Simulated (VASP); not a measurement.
# SiC (P6_3mc) in VASP: notebook

SiC is run at these levels: r2SCAN; tasks: single point.

Everything below comes from runs of VASP 6.6.1. Logs are shortened: lines on timing, memory, paths and dates and some standing lists are left out, and cuts for length are marked.

### 1 The cell of the first run

Symmetry: P6_3mc, No. 186, hexagonal system. Conventional cell: a = 2.835 Å, b = 2.835 Å, c = 4.636 Å, α = 90.00°, β = 90.00°, γ = 120.00°. Si (site symmetry 3m) has 4 C at 1.73 to 1.74 Å within 2.3 Å. Within 2.3 Å of C (site symmetry 3m) lie 4 Si at 1.73 to 1.74 Å.

### 2 Single point, r2SCAN

Contents of POSCAR:

```
SiC
1.0
    2.8354408082      0.0000000000      0.0000000000
   -1.4177204041      2.4555637708      0.0000000000
    0.0000000000      0.0000000000      4.6360505932
Si C
2 2
Direct
    0.3333333333      0.6666666667      0.4993385179
    0.6666666667      0.3333333333      0.9993385179
    0.3333333333      0.6666666667      0.8756614821
    0.6666666667      0.3333333333      0.3756614821
```

Contents of INCAR.step1:

```
SYSTEM = SiC
  ALGO = Normal
  EDIFF = 1E-4
  ENCUT = 520
  GGA = PE
  ISMEAR = 0
  LASPH = .TRUE.
  LCHARG = .FALSE.
  LREAL = .FALSE.
  LWAVE = .TRUE.
  NBANDS = 16
  NELM = 60
  PREC = Accurate
  SIGMA = 0.02
```

Contents of INCAR.step2:

```
SYSTEM = SiC
  ALGO = Normal
  EDIFF = 1E-6
  ENCUT = 520
  ISIF = 2
  ISMEAR = 0
  ISTART = 1
  LASPH = .TRUE.
  LCHARG = .FALSE.
  LMIXTAU = .TRUE.
  LREAL = .FALSE.
  LWAVE = .FALSE.
  METAGGA = R2SCAN
  NBANDS = 16
  NELM = 60
  PREC = Accurate
  SIGMA = 0.02
```

Contents of KPOINTS:

```
k-points
0
G
  12 12 6
  0 0 0
```

Potentials or basis: VASP PAW PBE potentials, release 64 (Si, C).

Run with:

```console
$ cat potpaw_PBE.64/Si/POTCAR potpaw_PBE.64/C/POTCAR > POTCAR
$ cp INCAR.step1 INCAR
$ mpirun -np 1 vasp_std > vasp.out
$ cp INCAR.step2 INCAR
$ mpirun -np 1 vasp_std > vasp.out
```

OUTCAR:

```text
SYSTEM = SiC
   EDIFF = 1E-6
   ENCUT = 520
   ISIF = 2
   ISMEAR = 0
   ISTART = 1
   LASPH = .TRUE.
   LREAL = .FALSE.
   METAGGA = R2SCAN
   NELM = 60
   PREC = Accurate

 ion  position               nearest neighbor table
   1  0.333  0.667  0.499-   4 1.73   4 1.73   4 1.73   3 1.74   2 2.84   2 2.84   2 2.84   2 2.84
                             2 2.84   2 2.84
   2  0.667  0.333  0.999-   3 1.73   3 1.73   3 1.73   4 1.74   1 2.84   1 2.84   1 2.84   1 2.84
                             1 2.84   1 2.84
   3  0.333  0.667  0.876-   2 1.73   2 1.73   2 1.73   1 1.74
   4  0.667  0.333  0.376-   1 1.73   1 1.73   1 1.73   2 1.74

  LATTYP: Found a hexagonal cell.
 ALAT       =     2.8354408082
 C/A-ratio  =     1.6350369861

  Lattice vectors:

 A1 = (   2.8354408082,   0.0000000000,   0.0000000000)
 A2 = (  -1.4177204041,   2.4555637708,   0.0000000000)
 A3 = (   0.0000000000,   0.0000000000,   4.6360505932)

Analysis of symmetry for initial positions (statically):
=====================================================================
 Subroutine PRICEL returns:
 Original cell was already a primitive cell.

 Routine SETGRP: Setting up the symmetry group for a
 hexagonal supercell.

 Subroutine GETGRP returns: Found 12 space group operations
 (whereof  6 operations were pure point group operations)
 out of a pool of 24 trial point group operations.

The static configuration has the point symmetry C_3v.
 The point group associated with its full space group is C_6v.

Analysis of symmetry for dynamics (positions and initial velocities):
=====================================================================
 Subroutine PRICEL returns:
 Original cell was already a primitive cell.

 Routine SETGRP: Setting up the symmetry group for a
 hexagonal supercell.

 Subroutine GETGRP returns: Found 12 space group operations
 (whereof  6 operations were pure point group operations)
 out of a pool of 24 trial point group operations.

The dynamic configuration has the point symmetry C_3v.
 The point group associated with its full space group is C_6v.

 Subroutine INISYM returns: Found 12 space group operations
 (whereof  6 operations are pure point group operations),
 and found     1 'primitive' translations

----------------------------------------------------------------------------------------

                                     Primitive cell

  volume of cell :      32.2790

  direct lattice vectors                    reciprocal lattice vectors
     2.835440808  0.000000000  0.000000000     0.352678849  0.203619228  0.000000000
    -1.417720404  2.455563771  0.000000000     0.000000000  0.407238457  0.000000000
     0.000000000  0.000000000  4.636050593     0.000000000  0.000000000  0.215700838

  length of vectors
     2.835440808  2.835440808  4.636050593     0.407238457  0.407238457  0.215700838

  position of ions in fractional coordinates (direct lattice)
     0.333333333  0.666666667  0.499338518
     0.666666667  0.333333333  0.999338518
     0.333333333  0.666666667  0.875661482
     0.666666667  0.333333333  0.375661482

  ion indices of the primitive-cell ions
   primitive index   ion index
                 1           1
                 2           2
                 3           3
                 4           4

----------------------------------------------------------------------------------------

 KPOINTS: k-points

Automatic generation of k-mesh.
 Grid dimensions read from file:
 generate k-points for:   12   12    6

 Generating k-lattice:

  Cartesian coordinates                     Fractional coordinates (reciprocal lattice)
     0.029389904  0.016968269  0.000000000     0.083333333  0.000000000  0.000000000
     0.000000000  0.033936538  0.000000000     0.000000000  0.083333333  0.000000000
     0.000000000  0.000000000  0.035950140     0.000000000  0.000000000  0.166666667

  Length of vectors
     0.033936538  0.033936538  0.035950140

  Shift w.r.t. Gamma in fractional coordinates (k-lattice)
     0.000000000  0.000000000  0.000000000

 Subroutine IBZKPT returns following result:
 ===========================================

 Found     76 irreducible k-points:

 Following reciprocal coordinates:
            Coordinates               Weight
  0.000000  0.000000  0.000000      1.000000
  0.083333  0.000000  0.000000      6.000000
  0.166667 -0.000000  0.000000      6.000000
  0.250000  0.000000  0.000000      6.000000
  0.333333  0.000000  0.000000      6.000000
  0.416667  0.000000  0.000000      6.000000
[... 16 lines left out ...]
  0.250000  0.000000  0.166667     12.000000
  0.333333  0.000000  0.166667     12.000000
 [... further k-points ...]
   k-points           NKPTS =     76   k-points in BZ     NKDIM =     76   number of bands    NBANDS=     16
   number of dos      NEDOS =    301   number of ions     NIONS =      4
   total plane-waves  NPLWV =  20736
   dimension x,y,z NGX =    24 NGY =   24 NGZ =   36
   dimension x,y,z NGXF=    48 NGYF=   48 NGZF=   72
   ions per type =               2   2
   NGX,Y,Z   is equivalent  to a cutoff of  14.07, 14.07, 12.91 a.u.
   NGXF,Y,Z  is equivalent  to a cutoff of  28.14, 28.14, 25.82 a.u.
 SYSTEM =  SiC
   PREC   = accura    normal or accurate (medium, high low for compatibility)
   ISTART =      1    job   : 0-new  1-cont  2-samecut
   ICHARG =      0    charge: 1-file 2-atom 10-const
   ISPIN  =      1    spin polarized calculation?
   LNONCOLLINEAR =      F non collinear calculations
   LSORBIT =      F    spin-orbit coupling
   LASPH  =      T    aspherical Exc in radial PAW
   ENCUT  =  520.0 eV  38.22 Ry    6.18 a.u.   5.27  5.27  8.62*2*pi/ulx,y,z
   NELM   =     60;   NELMIN=  2; NELMDL=  0     # of ELM steps
   EDIFF  = 0.1E-05   stopping-criterion for ELM
   LREAL  =      F    real-space projection
   EDIFFG = 0.1E-04   stopping-criterion for IOM
   NSW    =      0    number of steps for IOM
   IBRION =     -1    ionic relax: 0-MD 1-quasi-New 2-CG
   NFREE  =      0    steps in history (QN), initial steepest desc. (CG)
   ISIF   =      2    stress and relaxation
   ISYM   =      2    0-nonsym 1-usesym 2-fastsym
   POTIM  = 0.5000    time-step for ionic-motion
   TEBEG  =    0.0;   TEEND  =   0.0 temperature during run
   PSTRESS=    0.0 pullay stress
   NELECT =      16.0000    total number of electrons
   NUPDOWN=      -1.0000    fix difference up-down
   EMIN   =  10.00;   EMAX   =-10.00  energy-range for DOS
   EFERMI =   0.00;   METHOD = LEGACY
   ISMEAR =     0;   SIGMA  =   0.02  broadening in eV -4-tet -1-fermi 0-gaus
   EFERMI_NEDOS =   21; number of points for ismear=-14 and -15
   IALGO  =     38    algorithm
   IMIX   =      4    mixing-type and parameters
     AMIX     =   0.40;   BMIX     =  1.00
     AMIX_MAG =   1.60;   BMIX_MAG =  1.00
  volume/ion in A,a.u.               =       8.07        54.46
  Fermi-wavevector in a.u.,A,eV,Ry     =   1.295612  2.448351 22.838868  1.678609
  Thomas-Fermi vector in A             =   2.427120
   LORBIT       =      0    0 simple, 1 ext, 2 COOP (PROOUT), +10 PAW based schemes
   METAGGA = R2SCAN    functional components
   LHFCALC =     F    Hartree Fock is set to
   AEXX    =    0.0000 exact exchange contribution
   IVDW    =     0    specifies the selected vdW correction
   LEPSILON=     F    determine dielectric tensor
   LRPA    =     F    only Hartree local field effects (RPA)
 non-spin polarized calculation
 Gauss-broadening in eV      SIGMA  =   0.02
  energy-cutoff  :      520.00
  volume of cell :       32.28
 maximum number of plane-waves:       885
 NGX is ok and might be reduce to    24
   NGX = 11   NGY = 11   NGZ = 17

 number of electron      15.9999998 magnetization

 Free energy of the ion-electron system (eV)
  ---------------------------------------------------
  ext. energy  EPLUGINS =         0.00000000
  ---------------------------------------------------
  free energy    TOTEN  =       -36.55950839 eV

  energy without entropy =      -36.55950839  energy(sigma->0) =      -36.55950839

 E-fermi :  11.3165     XC(G=0): -13.0770

 val. band max:       11.1709968996   @ k =   0.0000   0.0000   0.0000
 cond. band min:      13.4661038964   @ k =   0.3333   0.3333   0.0000
 fundamental gap:      2.2951069969
 Fermi energy:        11.3165081875

 k-point     1 :       0.0000    0.0000    0.0000
  band No.  band energies     occupation
      1      -7.3058      2.00000
      2      -2.6172      2.00000
      3       0.6680      2.00000
      4       9.6778      2.00000
      5       9.6778      2.00000
      6      11.1143      2.00000
[... 8 lines left out ...]
     15      22.7778      0.00000
     16      24.4239      0.00000

 k-point     2 :       0.0833    0.0000    0.0000
  band No.  band energies     occupation
      1      -7.1552      2.00000
      2      -2.4919      2.00000
      3       0.8147      2.00000
      4       8.9119      2.00000
      5       9.4049      2.00000
      6      10.7052      2.00000
[... 8 lines left out ...]
     15      23.0259      0.00000
     16      23.4565      0.00000

 k-point     3 :       0.1667   -0.0000    0.0000
  band No.  band energies     occupation
      1      -6.7070      2.00000
      2      -2.1266      2.00000
      3       1.2495      2.00000
      4       7.1611      2.00000
      5       8.8036      2.00000
      6       9.5222      2.00000
[... 8 lines left out ...]
     15      22.9955      0.00000
     16      23.7225      0.00000

 k-point     4 :       0.2500    0.0000    0.0000
  band No.  band energies     occupation
      1      -5.9730      2.00000
      2      -1.5673      2.00000
      3       1.9522      2.00000
      4       5.1412      2.00000
      5       7.9677      2.00000
      6       8.1628      2.00000
[... 8 lines left out ...]
     15      24.0265      0.00000
     16      24.1615      0.00000

 k-point     5 :       0.3333    0.0000    0.0000
  band No.  band energies     occupation
      1      -4.9818      2.00000
      2      -0.9736      2.00000
      3       2.7913      2.00000
      4       3.4168      2.00000
      5       6.3287      2.00000
      6       7.6374      2.00000
[... 8 lines left out ...]
     15      25.1328      0.00000
     16      26.3118      0.00000

 k-point     6 :       0.4167    0.0000    0.0000
  band No.  band energies     occupation
      1      -3.8193      2.00000
      2      -0.9065      2.00000
      3       2.3055      2.00000
      4       4.0092      2.00000
      5       4.8469      2.00000
      6       7.3005      2.00000
[... 8 lines left out ...]
     15      25.9017      0.00000
     16      26.8844      0.00000
[... 267 lines left out ...]
 k-point    21 :       0.0833    0.0000    0.1667
  band No.  band energies     occupation
      1      -6.9848      2.00000
      2      -3.2712      2.00000
      3       1.8528      2.00000
      4       9.0172      2.00000
      5       9.5018      2.00000
      6      10.1404      2.00000
[... 8 lines left out ...]
     15      22.6732      0.00000
     16      24.2814      0.00000

 k-point    22 :       0.1667   -0.0000    0.1667
  band No.  band energies     occupation
      1      -6.5380      2.00000
      2      -2.8768      2.00000
      3       2.2374      2.00000
      4       7.3031      2.00000
      5       8.9146      2.00000
      6       9.1083      2.00000
[... 8 lines left out ...]
     15      23.2697      0.00000
     16      24.2793      0.00000

 k-point    23 :       0.2500    0.0000    0.1667
  band No.  band energies     occupation
      1      -5.8065      2.00000
      2      -2.2553      2.00000
      3       2.7918      2.00000
      4       5.3725      2.00000
      5       7.5013      2.00000
      6       8.2838      2.00000
[... 8 lines left out ...]
     15      24.3323      0.00000
     16      25.2107      0.00000

 k-point    24 :       0.3333    0.0000    0.1667
  band No.  band energies     occupation
      1      -4.8200      2.00000
      2      -1.5157      2.00000
      3       2.7563      2.00000
      4       4.3582      2.00000
      5       5.7883      2.00000
      6       7.7642      2.00000
[... 8 lines left out ...]
     15      26.0968      0.00000
     16      26.3117      0.00000

 [... further k-points ...]
[... 5 lines left out ...]
  --------------------------------------------------------------------------------------
  -------------------------------------------------------------------------------------
  Total       18.0309995     18.0309995     18.0396468      0.0000000      0.0000000      0.0000000
  in kB      894.9739920    894.9739920    895.4032028      0.0000000      0.0000000      0.0000000
  external PRESSURE =     895.1170623 kB  Pullay stress =       0.0000000 kB

 VOLUME and BASIS-vectors are now :
 -----------------------------------------------------------------------------
  energy-cutoff  :      520.00
  volume of cell :       32.28
      direct lattice vectors                 reciprocal lattice vectors
     2.835440808  0.000000000  0.000000000     0.352678849  0.203619228  0.000000000
    -1.417720404  2.455563771  0.000000000     0.000000000  0.407238457  0.000000000
     0.000000000  0.000000000  4.636050593     0.000000000  0.000000000  0.215700838

 POSITION                                       TOTAL-FORCE (eV/Angst)
 -----------------------------------------------------------------------------------
     -0.00000      1.63704      2.31496        -0.000000     -0.000000     -0.003071
      1.41772      0.81852      4.63298         0.000000     -0.000000     -0.003071
     -0.00000      1.63704      4.05961         0.000000      0.000000      0.003071
      1.41772      0.81852      1.74159        -0.000000      0.000000      0.003071
 -----------------------------------------------------------------------------------
    total drift:                               -0.000000     -0.000000      0.000277

  FREE ENERGIE OF THE ION-ELECTRON SYSTEM (eV)
  ---------------------------------------------------
  free  energy   TOTEN  =       -36.5595083927 eV

  energy  without entropy=      -36.5595083927  energy(sigma->0) =      -36.55950839
```

Wall time 96 s (1 thread of AMD EPYC 9R45 (Zen 5), shared host); peak memory 0.14 GiB.

Results:

```yaml
Free_energy: -36.5595 eV
Pressure: 89.5 GPa
Largest_force: 0.003 eV/Å
Band_gap_on_the_k_mesh: 2.30 eV, indirect (least direct gap 5.06 eV)
```

Forces on the atoms (eV/Å):
```
Si   0.000  0.000 -0.003
Si   0.000  0.000 -0.003
C    0.000  0.000  0.003
C    0.000  0.000  0.003
```

Levels at points of the mesh, in eV from the valence-band top:
```tsv
k point	band 5	band 6	band 7	band 8	band 9	band 10	band 11	band 12
(0.00, 0.00, 0.00)	-1.49	-0.06	0.00	0.00	7.74	8.93	8.93	9.59
(0.50, 0.00, 0.00)	-6.47	-4.05	-3.99	-1.29	3.77	5.01	8.78	9.51
(0.00, 0.00, 0.50)	-0.80	-0.80	-0.80	-0.80	8.86	8.86	9.44	9.44
(0.50, 0.00, 0.50)	-2.89	-2.89	-2.64	-2.64	4.33	4.33	7.15	7.15
```

Caveat: the PAW data sets were made with another functional, which shifts forces and pressure a little.

### 3 Single point, r2SCAN

This run uses another cell than the first one, of 8.80 Å³/atom, 1.090 times its volume.

Contents of POSCAR:

```
SiC
1.0
    2.9163095124      0.0000000000      0.0000000000
   -1.4581547562      2.5255981231      0.0000000000
    0.0000000000      0.0000000000      4.7770968715
Si C
2 2
Direct
    0.3333333333      0.6666666667      0.4995108416
    0.6666666667      0.3333333333      0.9995108416
    0.3333333333      0.6666666667      0.8754891584
    0.6666666667      0.3333333333      0.3754891584
```

Contents of INCAR.step1:

```
SYSTEM = SiC
ALGO = Normal ; EDIFF = 1E-4
ENCUT = 520 ; GGA = PE
ISMEAR = 0 ; LASPH = .True.
LCHARG = .False. ; LREAL = .False.
LWAVE = .True. ; NBANDS = 16
NELM = 80 ; PREC = Accurate
SIGMA = 0.02
```

Contents of INCAR.step2:

```
SYSTEM = SiC
ALGO = Normal ; EDIFF = 1E-6
ENCUT = 520 ; ISIF = 2
ISMEAR = 0 ; ISTART = 1
LASPH = .True. ; LCHARG = .False.
LMIXTAU = .True. ; LREAL = .False.
LWAVE = .False. ; METAGGA = R2SCAN
NBANDS = 16 ; NELM = 80
PREC = Accurate ; SIGMA = 0.02
```

Contents of KPOINTS:

```
k-points
0
Gamma
  12 12 6
  0 0 0
```

Potentials or basis: VASP PAW PBE potentials, release 64 (Si, C).

Run with:

```console
$ cat potpaw_PBE.64/Si/POTCAR potpaw_PBE.64/C/POTCAR > POTCAR
$ cp INCAR.step1 INCAR
$ mpirun -np 1 vasp_std > vasp.out
$ cp INCAR.step2 INCAR
$ mpirun -np 1 vasp_std > vasp.out
```

Run time: 96 s. Hardware: 1 thread of AMD EPYC 9R45 (Zen 5), shared host; peak memory 0.14 GiB.

The run converged. Its results:

- Free energy: -37.8009 eV
- Pressure: 49.6 GPa
- Largest force: 0.003 eV/Å
- Band gap on the k mesh: 2.42 eV, indirect (least direct gap 4.85 eV)

Forces on the atoms (eV/Å):
```
Si   0.000  0.000  0.003
Si   0.000  0.000  0.003
C    0.000  0.000 -0.003
C    0.000  0.000 -0.003
```

Levels at points of the mesh, in eV from the valence-band top:
| k point | band 4 | band 5 | band 6 | band 7 | band 8 | band 9 | band 10 | band 11 | band 12 | band 13 |
| --- | --- | --- | --- | --- | --- | --- | --- | --- | --- | --- |
| (0.00, 0.00, 0.00) | -1.46 | -1.46 | -0.09 | 0.00 | 0.00 | 6.89 | 8.29 | 8.29 | 8.60 | 9.97 |
| (0.50, 0.00, 0.00) | -6.95 | -6.19 | -3.81 | -3.81 | -1.29 | 3.57 | 4.88 | 8.36 | 8.79 | 12.14 |
| (0.00, 0.00, 0.50) | -4.93 | -0.78 | -0.78 | -0.78 | -0.78 | 8.01 | 8.01 | 8.88 | 8.88 | 8.88 |
| (0.50, 0.00, 0.50) | -9.33 | -2.78 | -2.78 | -2.58 | -2.58 | 4.12 | 4.12 | 6.63 | 6.63 | 12.37 |

Caveat: the PAW data sets were made with another functional, which shifts forces and pressure a little. A k mesh can miss the band edges.

[end of part 1 of 2]
